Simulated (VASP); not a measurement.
# BeTe (F-43m) in VASP: elastic constants with r2SCAN

Aim: the elastic constants of BeTe with r2SCAN.

Program: VASP 6.6.1. These are calculated values, not measurements. Logs are shortened: lines on timing, memory, paths and dates and some standing lists are left out, and cuts for length are marked.

### Step 1. The cell of the first run

The structure is cubic, space group F-43m (No. 216). The conventional cell has a = 5.540 Å, b = 5.540 Å, c = 5.540 Å, α = 90.00°, β = 90.00°, γ = 90.00°. Te (site symmetry -43m) has 4 Be at 2.40 Å within 3.2 Å. Be (site symmetry -43m) has 4 Te at 2.40 Å within 3.2 Å.

### Step 2. Elastic constants, r2SCAN

The input, INCAR:

```
ALGO = Normal ; EDIFF = 1E-8
ENCUT = 600 ; IBRION = 6
ISIF = 3 ; ISMEAR = 0
LASPH = True ; LCHARG = False
LMIXTAU = True ; LREAL = False
LWAVE = False ; METAGGA = R2SCAN
NBANDS = 11 ; NELM = 100
NFREE = 2 ; NSW = 1
POTIM = 0.015 ; PREC = Accurate
SIGMA = 0.01
```

The input, KPOINTS:

```
k-points
0
Gamma
  7 7 7
```

The input, POSCAR:

```
BeTe
1.0
    0.0000000000      2.7700000000      2.7700000000
    2.7700000000      0.0000000000      2.7700000000
    2.7700000000      2.7700000000      0.0000000000
Te Be
1 1
Direct
    0.7500000000      0.7500000000      0.7500000000
    0.0000000000      0.0000000000      0.0000000000
```

Potentials or basis: VASP PAW PBE potentials, release 64 (Te, Be).

Started as:

```sh
$ cat potpaw_PBE.64/Te/POTCAR potpaw_PBE.64/Be/POTCAR > POTCAR
$ mpirun -np 1 vasp_std > vasp.out
```

OUTCAR:

```text
EDIFF = 1E-8
   ENCUT = 600
   IBRION = 6
   ISIF = 3
   ISMEAR = 0
   LASPH = True
   LREAL = False
   METAGGA = R2SCAN
   NELM = 100
   NFREE = 2
   NSW = 1
   POTIM = 0.015
   PREC = Accurate

 ion  position               nearest neighbor table
   1  0.750  0.750  0.750-   2 2.40   2 2.40   2 2.40   2 2.40
   2  0.000  0.000  0.000-   1 2.40   1 2.40   1 2.40   1 2.40

  LATTYP: Found a face centered cubic cell.
 ALAT       =     5.5400000000

  Lattice vectors:

 A1 = (   0.0000000000,   2.7700000000,   2.7700000000)
 A2 = (   2.7700000000,   0.0000000000,   2.7700000000)
 A3 = (   2.7700000000,   2.7700000000,   0.0000000000)

Analysis of symmetry for initial positions (statically):
=====================================================================
 Subroutine PRICEL returns:
 Original cell was already a primitive cell.

 Routine SETGRP: Setting up the symmetry group for a
 face centered cubic supercell.

 Subroutine GETGRP returns: Found 24 space group operations
 (whereof 24 operations were pure point group operations)
 out of a pool of 48 trial point group operations.

The static configuration has the point symmetry T_d .

Analysis of symmetry for dynamics (positions and initial velocities):
=====================================================================
 Subroutine PRICEL returns:
 Original cell was already a primitive cell.

 Routine SETGRP: Setting up the symmetry group for a
 face centered cubic supercell.

 Subroutine GETGRP returns: Found 24 space group operations
 (whereof 24 operations were pure point group operations)
 out of a pool of 48 trial point group operations.

The dynamic configuration has the point symmetry T_d .

 Subroutine INISYM returns: Found 24 space group operations
 (whereof 24 operations are pure point group operations),
 and found     1 'primitive' translations

----------------------------------------------------------------------------------------

                                     Primitive cell

  volume of cell :      42.5079

  direct lattice vectors                    reciprocal lattice vectors
     0.000000000  2.770000000  2.770000000    -0.180505415  0.180505415  0.180505415
     2.770000000  0.000000000  2.770000000     0.180505415 -0.180505415  0.180505415
     2.770000000  2.770000000  0.000000000     0.180505415  0.180505415 -0.180505415

  length of vectors
     3.917371568  3.917371568  3.917371568     0.312644550  0.312644550  0.312644550

  position of ions in fractional coordinates (direct lattice)
     0.750000000  0.750000000  0.750000000
     0.000000000  0.000000000  0.000000000

  ion indices of the primitive-cell ions
   primitive index   ion index
                 1           1
                 2           2

----------------------------------------------------------------------------------------

 KPOINTS: k-points

Automatic generation of k-mesh.
 Grid dimensions read from file:
 generate k-points for:    7    7    7

 Generating k-lattice:

  Cartesian coordinates                     Fractional coordinates (reciprocal lattice)
    -0.025786488  0.025786488  0.025786488     0.142857143  0.000000000  0.000000000
     0.025786488 -0.025786488  0.025786488     0.000000000  0.142857143  0.000000000
     0.025786488  0.025786488 -0.025786488     0.000000000  0.000000000  0.142857143

  Length of vectors
     0.044663507  0.044663507  0.044663507

  Shift w.r.t. Gamma in fractional coordinates (k-lattice)
     0.000000000  0.000000000  0.000000000

 Subroutine IBZKPT returns following result:
 ===========================================

 Found     20 irreducible k-points:

 Following reciprocal coordinates:
            Coordinates               Weight
  0.000000  0.000000  0.000000      1.000000
  0.142857  0.000000  0.000000      8.000000
  0.285714  0.000000  0.000000      8.000000
  0.428571  0.000000  0.000000      8.000000
  0.142857  0.142857  0.000000      6.000000
  0.285714  0.142857  0.000000     24.000000
[... 51 lines left out ...]
     AMIX     =   0.40;   BMIX     =  1.00
     AMIX_MAG =   1.60;   BMIX_MAG =  1.00
  volume/ion in A,a.u.               =      21.25       143.43
  Fermi-wavevector in a.u.,A,eV,Ry     =   0.938170  1.772885 11.975354  0.880164
  Thomas-Fermi vector in A             =   2.065355
   LORBIT       =      0    0 simple, 1 ext, 2 COOP (PROOUT), +10 PAW based schemes
   METAGGA = R2SCAN    functional components
   LHFCALC =     F    Hartree Fock is set to
   AEXX    =    0.0000 exact exchange contribution
   IVDW    =     0    specifies the selected vdW correction
   LEPSILON=     F    determine dielectric tensor
   LRPA    =     F    only Hartree local field effects (RPA)
 finite differences with symmetry
 non-spin polarized calculation
 Gauss-broadening in eV      SIGMA  =   0.01
  energy-cutoff  :      600.00
  volume of cell :       42.51
 maximum number of plane-waves:      1430
   NGX = 15   NGY = 15   NGZ = 15

--------------------------------------- Ionic step        1  -------------------------------------------

 number of electron       8.0000000 magnetization

 Free energy of the ion-electron system (eV)
  ---------------------------------------------------
  ext. energy  EPLUGINS =         0.00000000
  ---------------------------------------------------
  free energy    TOTEN  =       -30.64596912 eV

  energy without entropy =      -30.64596912  energy(sigma->0) =      -30.64596912

------------------------ aborting loop because EDIFF is reached ----------------------------------------

  FORCE on cell =-STRESS in cart. coord.  units (eV):
  Direction    XX          YY          ZZ          XY          YZ          ZX
  --------------------------------------------------------------------------------------
  -------------------------------------------------------------------------------------
  Total        1.1846043      1.1846043      1.1846043      0.0000000      0.0000000     -0.0000000
  in kB       44.6492916     44.6492916     44.6492916      0.0000000      0.0000000     -0.0000000
  external PRESSURE =      44.6492916 kB  Pullay stress =       0.0000000 kB
[... 89 lines left out ...]
  FREE ENERGIE OF THE ION-ELECTRON SYSTEM (eV)
  ---------------------------------------------------
  free  energy   TOTEN  =       -30.6245846760 eV

  energy  without entropy=      -30.6245846760  energy(sigma->0) =      -30.62458468

[... ionic steps 4 to 14 ...]

--------------------------------------- Ionic step       15  -------------------------------------------

 number of electron       8.0000000 magnetization

------------------------ aborting loop because EDIFF is reached ----------------------------------------
[... 67 lines left out ...]
--------------------------------------- Ionic step       17  -------------------------------------------

 number of electron       8.0000000 magnetization

 Free energy of the ion-electron system (eV)
  ---------------------------------------------------
  ext. energy  EPLUGINS =         0.00000000
  ---------------------------------------------------
  free energy    TOTEN  =       -30.64510244 eV

  energy without entropy =      -30.64510244  energy(sigma->0) =      -30.64510244

 E-fermi :   5.6636     XC(G=0):  -9.6873

 val. band max:        5.5641550125   @ k =   0.0000   0.0000   0.0000
 cond. band min:       7.7793834939   @ k =   0.0000   0.4286   0.4286
 fundamental gap:      2.2152284813
 Fermi energy:         5.6636276738

 k-point     1 :       0.0000    0.0000    0.0000
  band No.  band energies     occupation
      1      -7.6291      2.00000
      2       5.4651      2.00000
      3       5.5157      2.00000
      4       5.5642      2.00000
      5       9.4445      0.00000
      6       9.4727      0.00000
      7       9.5034      0.00000
      8      10.4218      0.00000
      9      14.6429      0.00000
     10      16.3556      0.00000
     11      16.3559      0.00000
[... 309 lines left out ...]
 k-point    24 :       0.0000    0.1429    0.1429
  band No.  band energies     occupation
      1      -7.3362      2.00000
      2       4.1300      2.00000
      3       4.5726      2.00000
      4       4.6421      2.00000
      5       8.9830      0.00000
      6      10.8051      0.00000
      7      10.8361      0.00000
      8      11.4076      0.00000
      9      14.1239      0.00000
     10      15.7305      0.00000
     11      16.7005      0.00000

 [... further k-points ...]

------------------------ aborting loop because EDIFF is reached ----------------------------------------

  FORCE on cell =-STRESS in cart. coord.  units (eV):
  Direction    XX          YY          ZZ          XY          YZ          ZX
  --------------------------------------------------------------------------------------
  -------------------------------------------------------------------------------------
  Total        1.1851531      1.1869547      1.1869547      0.0000000      0.0885431      0.0000000
  in kB       44.6699768     44.7378837     44.7378837      0.0000000      3.3373076      0.0000000
  external PRESSURE =      44.7152481 kB  Pullay stress =       0.0000000 kB
[... 17 lines left out ...]
  FREE ENERGIE OF THE ION-ELECTRON SYSTEM (eV)
  ---------------------------------------------------
  free  energy   TOTEN  =       -30.6451024441 eV

  energy  without entropy=      -30.6451024441  energy(sigma->0) =      -30.64510244

 INTERNAL STRAIN TENSORS FROM STRAINED CELLS
 ============================================

 INTERNAL STRAIN TENSOR FOR ION    1 for displacements in x,y,z  (eV/Angst):
          X           Y           Z          XY          YZ          ZX
  --------------------------------------------------------------------------------
  x    -0.00000    -0.00000    -0.00000     0.00000     5.90510    -0.00000
  y     0.00000     0.00000    -0.00000     0.00000    -0.00000     5.90515
  z    -0.00000    -0.00000    -0.00000     5.90481     0.00000    -0.00000

 INTERNAL STRAIN TENSORS FROM DISPLACED ATOMS
 ============================================

 INTERNAL STRAIN TENSOR FOR ION    1 for displacements in x,y,z  (eV/Angst):
          X           Y           Z          XY          YZ          ZX
  --------------------------------------------------------------------------------
  x     0.00000    -0.00000    -0.00000     0.00000     5.91354     0.00000
  y     0.00000    -0.00000     0.00000     0.00000     0.00000     5.91354
  z    -0.00000    -0.00000     0.00000     5.91354     0.00000     0.00000

 INTERNAL STRAIN TENSOR FOR ION    2 for displacements in x,y,z  (eV/Angst):
          X           Y           Z          XY          YZ          ZX
  --------------------------------------------------------------------------------
  x     0.00000     0.00000     0.00000     0.00000    -5.90312     0.00000
  y     0.00000     0.00000     0.00000     0.00000     0.00000    -5.90312
  z     0.00000     0.00000     0.00000    -5.90312     0.00000     0.00000

 Eigenvectors and eigenvalues of the dynamical matrix
 ----------------------------------------------------

   1 f  =   14.959016 THz    93.990272 2PiTHz  498.979076 cm-1    61.865493 meV
             X         Y         Z           dx          dy          dz
      4.155000  4.155000  4.155000     0.000000    0.257147    0.000000
      0.000000  0.000000  0.000000     0.000000   -0.966372    0.000000
[... 21 lines left out ...]
   6 f/i=    0.004510 THz     0.028337 2PiTHz    0.150436 cm-1     0.018652 meV
             X         Y         Z           dx          dy          dz
      4.155000  4.155000  4.155000     0.000000    0.000000    0.966372
      0.000000  0.000000  0.000000     0.000000    0.000000    0.257147

--------------------------------------------------------------------------------------------------------

 ELASTIC MODULI CONTR FROM IONIC RELAXATION (kBar)
 Direction    XX          YY          ZZ          XY          YZ          ZX
 --------------------------------------------------------------------------------
 XX          -0.0000      0.0000      0.0000      0.0000     -0.0000     -0.0000
 YY           0.0000     -0.0000      0.0000      0.0000      0.0000      0.0000
 ZZ           0.0000      0.0000     -0.0000     -0.0000      0.0000     -0.0000
 XY           0.0000      0.0000     -0.0000   -170.5221      0.0000      0.0000
 YZ          -0.0000      0.0000      0.0000      0.0000   -170.5221      0.0000
 ZX          -0.0000      0.0000     -0.0000      0.0000      0.0000   -170.5221
 --------------------------------------------------------------------------------

 TOTAL ELASTIC MODULI (kBar)
 Direction    XX          YY          ZZ          XY          YZ          ZX
 --------------------------------------------------------------------------------
 XX        1159.0267    501.0815    501.0815      0.0000     -0.0000     -0.0000
 YY         501.0815   1159.0267    501.0815      0.0000      0.0000      0.0000
 ZZ         501.0815    501.0815   1159.0267     -0.0000     -0.0000     -0.0000
 XY           0.0000      0.0000     -0.0000    583.5815      0.0000      0.0000
 YZ          -0.0000      0.0000     -0.0000      0.0000    583.5815      0.0000
 ZX          -0.0000      0.0000     -0.0000      0.0000      0.0000    583.5815
 --------------------------------------------------------------------------------
```

Run time: 18 min. Hardware: 1 thread of Intel Xeon 6975P-C (Granite Rapids), shared host; peak memory 0.25 GiB.

Results:

```yaml
Elastic_constants_C11_C12_C44: 116, 50, 58 GPa
Voigt_bulk_modulus: 72 GPa
Highest_phonon_frequency_at_Γ_LO-TO_splitting_left_out: 499 cm⁻¹
```

Phonon frequencies in cm⁻¹ (negative: imaginary):
| q point | frequencies |
| --- | --- |
| (0.000, 0.000, 0.000) | 0 0 0 499 499 499 |

Elastic tensor in Voigt notation (GPa, in the Cartesian axes of the cell as first typed):
```
116  50  50   0   0   0
 50 116  50   0   0   0
 50  50 116   0   0   0
  0   0   0  58   0   0
  0   0   0   0  58   0
  0   0   0   0   0  58
```

Clamped-ion elastic tensor (GPa):
```
116  50  50   0   0   0
 50 116  50   0   0   0
 50  50 116   0   0   0
  0   0   0  75   0   0
  0   0   0   0  75   0
  0   0   0   0   0  75
```

Caveat: the cell is under stress, which shifts elastic constants; the PAW data sets were made with another functional, which shifts forces and pressure a little; spin-orbit coupling is left out, which moves the levels of the heavy elements.
